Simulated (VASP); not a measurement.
Set up this calculation in VASP 6.6.1, as the native input.

| Property | Result |
| --- | --- |
| Task | single point |
| Functional | r2SCAN |
| Potentials or basis | VASP PAW PBE potentials, release 64 (Ga_d) |
| Cutoff | 520 eV |
| k mesh | 9 × 9 × 12 |
| Occupations | fermi-dirac, width 0.1 eV |
| Spin | no spin polarisation |
| Dipole correction | no |
| Further INCAR settings | ALGO = Normal; EDIFF = 1e-07; NBANDS = 26 |

The system is Ga.

```
Ga
1.0
     4.47601    0.00000    0.00000
    -2.23801    3.87634    0.00000
     0.00000    0.00000    2.91292
Ga
3
Direct
  0.00000 0.00000 0.00000
  0.33333 0.66667 0.50000
  0.66667 0.33333 0.50000
```

This cell differs from its parent crystal: volume scaled by 0.92.

One way to write it, as run:

POSCAR

```
Ga
1.0
    4.4760119016      0.0000000000      0.0000000000
   -2.2380059508      3.8763400144      0.0000000000
    0.0000000000      0.0000000000      2.9129160154
Ga
3
Direct
    0.0000000000      1.0000000000      0.0000000000
    0.3333333333      0.6666666667      0.5000000000
    0.6666666667      0.3333333333      0.5000000000
```

INCAR.step1

```
SYSTEM = Ga
  PREC = Accurate
  ENCUT = 520
  ISMEAR = -1
  SIGMA = 0.1
  LREAL = .FALSE.
  LASPH = .TRUE.
  NELM = 80
  NBANDS = 26
  GGA = PE
  ALGO = Normal
  EDIFF = 1E-4
  LWAVE = .TRUE.
  LCHARG = .FALSE.
```

INCAR.step2

```
SYSTEM = Ga
  PREC = Accurate
  ENCUT = 520
  EDIFF = 1E-7
  ISMEAR = -1
  SIGMA = 0.1
  LREAL = .FALSE.
  LASPH = .TRUE.
  NELM = 80
  ALGO = Normal
  ISIF = 2
  LWAVE = .FALSE.
  LCHARG = .TRUE.
  METAGGA = R2SCAN
  LMIXTAU = .TRUE.
  LELF = .TRUE.
  LVHAR = .TRUE.
  NBANDS = 26
  ISTART = 1
```

KPOINTS

```
Automatic mesh
0
G
  9 9 12
  0 0 0
```

Potentials or basis: VASP PAW PBE potentials, release 64 (Ga_d).

Run with:

```bash
$ cat potpaw_PBE.64/Ga_d/POTCAR > POTCAR
$ cp INCAR.step1 INCAR
$ mpirun -np 1 vasp_std > vasp.out
$ cp INCAR.step2 INCAR
$ mpirun -np 1 vasp_std > vasp.out
```

It gave:

```yaml
Pressure: 5.9 GPa
```

Caveat: the PAW data sets were made with another functional, which shifts forces and pressure a little.

Wall time 2.7 min on 1 thread of Intel(R) Xeon(R) 6975P-C (Granite Rapids) (shared host), peak memory 0.23 GiB.
